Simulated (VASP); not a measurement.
# Al12HC in VASP: single point with PBE

Aim: the single point of Al12HC with PBE.

Program: VASP 6.6.1. These are calculated values, not measurements. Logs are shortened: lines on timing, memory, paths and dates and some standing lists are left out, and cuts for length are marked.

### 1 The cell of the first run

The cell holds a slab with vacuum, 14 atoms: a = 5.714 Å, b = 5.714 Å, c = 20.775 Å, α = 90.00°, β = 90.00°, γ = 90.00°.

### 2 Single point, PBE, collinear spin, ferromagnetic start

File INCAR:

```
SYSTEM = Al12HC
  ALGO = Normal
  DIPOL = 0.5 0.5 0.323
  EDIFF = 1E-6
  ENCUT = 520
  GGA = PE
  GGA_COMPAT = .False.
  IDIPOL = 3
  ISIF = 2
  ISMEAR = 0
  ISPIN = 2
  LASPH = .True.
  LCHARG = .False.
  LDIPOL = .True.
  LORBIT = 11
  LREAL = .False.
  LWAVE = .False.
  MAGMOM = 0 0 0 0 0 0 0 0 0 0 0 0 1 0
  NBANDS = 38
  NELM = 200
  NELMDL = -8
  PREC = Accurate
  SIGMA = 0.1
```

File KPOINTS:

```
k-points
0
Gamma
  5 5 1
  0 0 0
```

File POSCAR:

```
Al12HC
1.0
    5.7135165837      0.0000000000      0.0000000000
    0.0000000000      5.7135165837      0.0000000000
    0.0000000000      0.0000000000     20.7746954375
Al C H
12 1 1
Direct
    0.2500000000      0.2500000000      0.1925419322
    0.2500000000      0.7500000000      0.1925419322
    0.7500000000      0.2500000000      0.1925419322
    0.7500000000      0.7500000000      0.1925419322
    0.0000000000      0.0000000000      0.2928971627
    0.0000000000      0.5000000000      0.2928971627
    0.5000000000      0.0000000000      0.2928971627
    0.5000000000      0.5000000000      0.2928971627
    0.2500000000      0.2500000000      0.3934929136
    0.2500000000      0.7500000000      0.3934929136
    0.7500000000      0.2500000000      0.3934929136
    0.7500000000      0.7500000000      0.3934929136
    0.2500000000      0.2500000000      0.4800752410
    0.2500000000      0.2500000000      0.5325642890
```

Potentials or basis: VASP PAW PBE potentials, release 64 (Al, C, H).

On the command line:

```console
> cat potpaw_PBE.64/Al/POTCAR potpaw_PBE.64/C/POTCAR potpaw_PBE.64/H/POTCAR > POTCAR
> mpirun -np 1 vasp_std > vasp.out
```

OUTCAR:

```text
SYSTEM = Al12HC
   EDIFF = 1E-6
   ENCUT = 520
   GGA = PE
   ISIF = 2
   ISMEAR = 0
   ISPIN = 2
   LASPH = .True.
   LORBIT = 11
   LREAL = .False.
   NELM = 200
   NELMDL = -8
   PREC = Accurate

 ion  position               nearest neighbor table
   1  0.250  0.250  0.193-   2 2.86   3 2.86   2 2.86   3 2.86   7 2.90   8 2.90   5 2.90   6 2.90

   2  0.250  0.750  0.193-   1 2.86   4 2.86   1 2.86   4 2.86   7 2.90   8 2.90   5 2.90   6 2.90

   3  0.750  0.250  0.193-   1 2.86   4 2.86   4 2.86   1 2.86   7 2.90   8 2.90   5 2.90   6 2.90
[... 15 lines left out ...]
  11  0.750  0.250  0.393-   9 2.86  12 2.86  12 2.86   9 2.86   5 2.91   6 2.91   7 2.91   8 2.91

  12  0.750  0.750  0.393-  10 2.86  11 2.86  11 2.86  10 2.86   5 2.91   6 2.91   7 2.91   8 2.91

  13  0.250  0.250  0.480-  14 1.09   9 1.80
  14  0.250  0.250  0.533-  13 1.09

  LATTYP: Found a simple tetragonal cell.
 ALAT       =     5.7135165837
 C/A-ratio  =     3.6360611076

  Lattice vectors:

 A1 = (   5.7135165837,   0.0000000000,   0.0000000000)
 A2 = (   0.0000000000,   5.7135165837,   0.0000000000)
 A3 = (   0.0000000000,   0.0000000000,  20.7746954375)

Analysis of symmetry for initial positions (statically):
=====================================================================
 Subroutine PRICEL returns:
 Original cell was already a primitive cell.

 Routine SETGRP: Setting up the symmetry group for a
 simple tetragonal supercell.

 Subroutine GETGRP returns: Found  8 space group operations
 (whereof  2 operations were pure point group operations)
 out of a pool of 16 trial point group operations.

The static configuration has the point symmetry C_1h.
 The point group associated with its full space group is C_4v.

Analysis of symmetry for dynamics (positions and initial velocities):
=====================================================================
 Subroutine PRICEL returns:
 Original cell was already a primitive cell.

 Routine SETGRP: Setting up the symmetry group for a
 simple tetragonal supercell.

 Subroutine GETGRP returns: Found  8 space group operations
 (whereof  2 operations were pure point group operations)
 out of a pool of 16 trial point group operations.

The dynamic configuration has the point symmetry C_1h.
 The point group associated with its full space group is C_4v.

Analysis of structural, dynamic, and magnetic symmetry:
=====================================================================
 Subroutine PRICEL returns:
 Original cell was already a primitive cell.

 Routine SETGRP: Setting up the symmetry group for a
 simple tetragonal supercell.

 Subroutine GETGRP returns: Found  8 space group operations
 (whereof  2 operations were pure point group operations)
 out of a pool of 16 trial point group operations.

The overall configuration has the point symmetry C_1h.
 The point group associated with its full space group is C_4v.

 Subroutine INISYM returns: Found  8 space group operations
 (whereof  2 operations are pure point group operations),
 and found     1 'primitive' translations

----------------------------------------------------------------------------------------

                                     Primitive cell

  volume of cell :     678.1748

  direct lattice vectors                    reciprocal lattice vectors
     5.713516584  0.000000000  0.000000000     0.175023558  0.000000000  0.000000000
     0.000000000  5.713516584  0.000000000     0.000000000  0.175023558  0.000000000
     0.000000000  0.000000000 20.774695438     0.000000000  0.000000000  0.048135483

  length of vectors
     5.713516584  5.713516584 20.774695438     0.175023558  0.175023558  0.048135483

  position of ions in fractional coordinates (direct lattice)
     0.250000000  0.250000000  0.192541932
     0.250000000  0.750000000  0.192541932
     0.750000000  0.250000000  0.192541932
     0.750000000  0.750000000  0.192541932
     0.000000000  0.000000000  0.292897163
     0.000000000  0.500000000  0.292897163
     0.500000000  0.000000000  0.292897163
     0.500000000  0.500000000  0.292897163
     0.250000000  0.250000000  0.393492914
     0.250000000  0.750000000  0.393492914
     0.750000000  0.250000000  0.393492914
     0.750000000  0.750000000  0.393492914
     0.250000000  0.250000000  0.480075241
     0.250000000  0.250000000  0.532564289

  ion indices of the primitive-cell ions
   primitive index   ion index
                 1           1
                 2           2
                 3           3
                 4           4
                 5           5
                 6           6
                 7           7
[... 46 lines left out ...]
   dimension x,y,z NGXF=    84 NGYF=   84 NGZF=  320
   ions per type =              12   1   1
   NGX,Y,Z   is equivalent  to a cutoff of  12.22, 12.22, 12.80 a.u.
   NGXF,Y,Z  is equivalent  to a cutoff of  24.44, 24.44, 25.61 a.u.
 SYSTEM =  Al12HC
   PREC   = accura    normal or accurate (medium, high low for compatibility)
   ISTART =      0    job   : 0-new  1-cont  2-samecut
   ICHARG =      2    charge: 1-file 2-atom 10-const
   ISPIN  =      2    spin polarized calculation?
   LNONCOLLINEAR =      F non collinear calculations
   LSORBIT =      F    spin-orbit coupling
   LASPH  =      T    aspherical Exc in radial PAW
   ENCUT  =  520.0 eV  38.22 Ry    6.18 a.u.  10.62 10.62 38.63*2*pi/ulx,y,z
   NELM   =    200;   NELMIN=  2; NELMDL= -8     # of ELM steps
   EDIFF  = 0.1E-05   stopping-criterion for ELM
   LREAL  =      F    real-space projection
   EDIFFG = 0.1E-04   stopping-criterion for IOM
   NSW    =      0    number of steps for IOM
   IBRION =     -1    ionic relax: 0-MD 1-quasi-New 2-CG
   NFREE  =      0    steps in history (QN), initial steepest desc. (CG)
   ISIF   =      2    stress and relaxation
   ISYM   =      2    0-nonsym 1-usesym 2-fastsym
   POTIM  = 0.5000    time-step for ionic-motion
   TEBEG  =    0.0;   TEEND  =   0.0 temperature during run
   PSTRESS=    0.0 pullay stress
   NELECT =      41.0000    total number of electrons
   NUPDOWN=      -1.0000    fix difference up-down
   EMIN   =  10.00;   EMAX   =-10.00  energy-range for DOS
   EFERMI =   0.00;   METHOD = LEGACY
   ISMEAR =     0;   SIGMA  =   0.10  broadening in eV -4-tet -1-fermi 0-gaus
   EFERMI_NEDOS =   21; number of points for ismear=-14 and -15
   IALGO  =     38    algorithm
   IMIX   =      4    mixing-type and parameters
     AMIX     =   0.40;   BMIX     =  1.00
     AMIX_MAG =   1.60;   BMIX_MAG =  1.00
  volume/ion in A,a.u.               =      48.44       326.90
  Fermi-wavevector in a.u.,A,eV,Ry     =   0.642523  1.214193  5.616978  0.412836
  Thomas-Fermi vector in A             =   1.709221
   LORBIT       =     11    0 simple, 1 ext, 2 COOP (PROOUT), +10 PAW based schemes
   GGA     = PE    functional components
   LHFCALC =     F    Hartree Fock is set to
   AEXX    =    0.0000 exact exchange contribution
   IVDW    =     0    specifies the selected vdW correction
   LEPSILON=     F    determine dielectric tensor
   LRPA    =     F    only Hartree local field effects (RPA)
 spin polarized calculation
 Gauss-broadening in eV      SIGMA  =   0.10
  energy-cutoff  :      520.00
  volume of cell :      678.17
 maximum number of plane-waves:     18285
   NGX = 21   NGY = 21   NGZ = 77

 dipolmoment           0.000000      0.000000     -0.162696 electrons x Angstroem

 number of electron      40.9999998 magnetization       0.0005052

 dipolmoment           0.000000      0.000000      0.041741 electrons x Angstroem

 Free energy of the ion-electron system (eV)
  ---------------------------------------------------
  ext. energy  EPLUGINS =         0.00000000
  ---------------------------------------------------
  free energy    TOTEN  =       -50.68921097 eV

  energy without entropy =      -50.65737675  energy(sigma->0) =      -50.67329386

 E-fermi :  -0.6220     XC(G=0):  -4.1892

 val. band max:       -0.6771225143   @ k =   0.2000   0.2000   0.0000
 cond. band min:      -0.5869325212   @ k =   0.2000   0.0000   0.0000
 fundamental gap:      0.0901899931
 Fermi energy:        -0.6219864322

 spin component 1

 k-point     1 :       0.0000    0.0000    0.0000
  band No.  band energies     occupation
      1     -11.4220      1.00000
      2     -10.6942      1.00000
      3      -8.6318      1.00000
      4      -6.5597      1.00000
      5      -6.4037      1.00000
      6      -6.2867      1.00000
[... 199 lines left out ...]
     31       2.3583      0.00000
     32       2.4003      0.00000
 Fermi energy:        -0.6219864322

 spin component 2

 k-point     1 :       0.0000    0.0000    0.0000
  band No.  band energies     occupation
      1     -11.4215      1.00000
      2     -10.6941      1.00000
      3      -8.6318      1.00000
      4      -6.5597      1.00000
      5      -6.4037      1.00000
      6      -6.2867      1.00000
[... 199 lines left out ...]
     31       2.3584      0.00000
     32       2.4003      0.00000
 [bands above 32 left out]

------------------------ aborting loop because EDIFF is reached ----------------------------------------

 vacuum level on the upper side and lower side of the slab       (xc-potential included)         0.113        -0.115

  FORCE on cell =-STRESS in cart. coord.  units (eV):
  Direction    XX          YY          ZZ          XY          YZ          ZX
  --------------------------------------------------------------------------------------
  -------------------------------------------------------------------------------------
  Total       -7.9383043     -7.9383043     -1.4602771      0.0000000     -0.0000000      0.0000000
  in kB      -18.7541194    -18.7541194     -3.4498817      0.0000000     -0.0000000      0.0000000
  external PRESSURE =     -13.6527068 kB  Pullay stress =       0.0000000 kB

 VOLUME and BASIS-vectors are now :
 -----------------------------------------------------------------------------
  energy-cutoff  :      520.00
  volume of cell :      678.17
      direct lattice vectors                 reciprocal lattice vectors
     5.713516584  0.000000000  0.000000000     0.175023558  0.000000000  0.000000000
     0.000000000  5.713516584  0.000000000     0.000000000  0.175023558  0.000000000
     0.000000000  0.000000000 20.774695438     0.000000000  0.000000000  0.048135483

 POSITION                                       TOTAL-FORCE (eV/Angst)
 -----------------------------------------------------------------------------------
      1.42838      1.42838      4.00000         0.000000     -0.000000      0.028171
      1.42838      4.28514      4.00000         0.000000     -0.000000      0.031068
      4.28514      1.42838      4.00000         0.000000     -0.000000      0.031068
      4.28514      4.28514      4.00000         0.000000     -0.000000      0.103340
      0.00000      0.00000      6.08485         0.021938      0.021938      0.078627
      0.00000      2.85676      6.08485         0.021938     -0.021938      0.078627
      2.85676      0.00000      6.08485        -0.021938      0.021938      0.078627
      2.85676      2.85676      6.08485        -0.021938     -0.021938      0.078627
      1.42838      1.42838      8.17470         0.000000     -0.000000     -1.032104
      1.42838      4.28514      8.17470         0.000000     -0.000000      0.281931
      4.28514      1.42838      8.17470         0.000000     -0.000000      0.281931
      4.28514      4.28514      8.17470         0.000000     -0.000000     -0.047087
      1.42838      1.42838      9.97342         0.000000     -0.000000     -0.012392
      1.42838      1.42838     11.06386         0.000000     -0.000000      0.019567
 -----------------------------------------------------------------------------------
    total drift:                                0.000000      0.000000     -0.000096

  FREE ENERGIE OF THE ION-ELECTRON SYSTEM (eV)
  ---------------------------------------------------
  free  energy   TOTEN  =       -50.6892109748 eV

  energy  without entropy=      -50.6573767488  energy(sigma->0) =      -50.67329386

 vacuum level on the upper side and lower side of the slab         3.952         3.697

 total charge

# of ion       s       p       d       tot
------------------------------------------
    1        0.463   0.292   0.000   0.755
    2        0.472   0.286   0.000   0.758
    3        0.472   0.286   0.000   0.758
    4        0.477   0.283   0.000   0.760
    5        0.432   0.328   0.000   0.760
    6        0.432   0.328   0.000   0.760
    7        0.432   0.328   0.000   0.760
    8        0.432   0.328   0.000   0.760
    9        0.404   0.407   0.000   0.810
   10        0.466   0.276   0.000   0.742
   11        0.466   0.276   0.000   0.742
   12        0.476   0.286   0.000   0.761
   13        0.913   1.409   0.000   2.322
   14        0.621   0.050   0.000   0.671
--------------------------------------------------
tot          6.958   5.162   0.000  12.120

 magnetization (x)

# of ion       s       p       d       tot
------------------------------------------
    1       -0.000  -0.000   0.000  -0.000
    2        0.000   0.000   0.000   0.000
    3        0.000   0.000   0.000   0.000
    4       -0.000  -0.000   0.000  -0.000
    5       -0.000   0.000   0.000   0.000
    6       -0.000   0.000   0.000   0.000
    7       -0.000   0.000   0.000   0.000
    8       -0.000   0.000   0.000   0.000
    9       -0.000  -0.000   0.000  -0.000
   10        0.000  -0.000   0.000  -0.000
   11        0.000  -0.000   0.000  -0.000
   12        0.000   0.000   0.000   0.000
   13        0.000   0.000   0.000   0.000
   14       -0.000   0.000   0.000  -0.000
--------------------------------------------------
tot          0.000   0.000   0.000   0.000
```

Run time: 18 min. Hardware: 1 thread of Intel Xeon 6975P-C, shared host; peak memory 0.96 GiB.

Results:

```
Free energy                                           : -50.6892 eV
Largest force                                         : 1.032 eV/Å
Net moment                                            : 0.00 μB per cell
Valence electrons inside the program's atomic spheres : Al 0.76, 0.81, 0.74; C 2.32; H 0.67
```

Forces in eV/Å, atoms in the order of the input:
```
Al   0.000  0.000  0.028
Al   0.000  0.000  0.031
Al   0.000  0.000  0.031
Al   0.000  0.000  0.103
Al   0.022  0.022  0.079
Al   0.022 -0.022  0.079
Al  -0.022  0.022  0.079
Al  -0.022 -0.022  0.079
Al   0.000  0.000 -1.032
Al   0.000  0.000  0.282
Al   0.000  0.000  0.282
Al   0.000  0.000 -0.047
C    0.000  0.000 -0.012
H    0.000  0.000  0.020
```
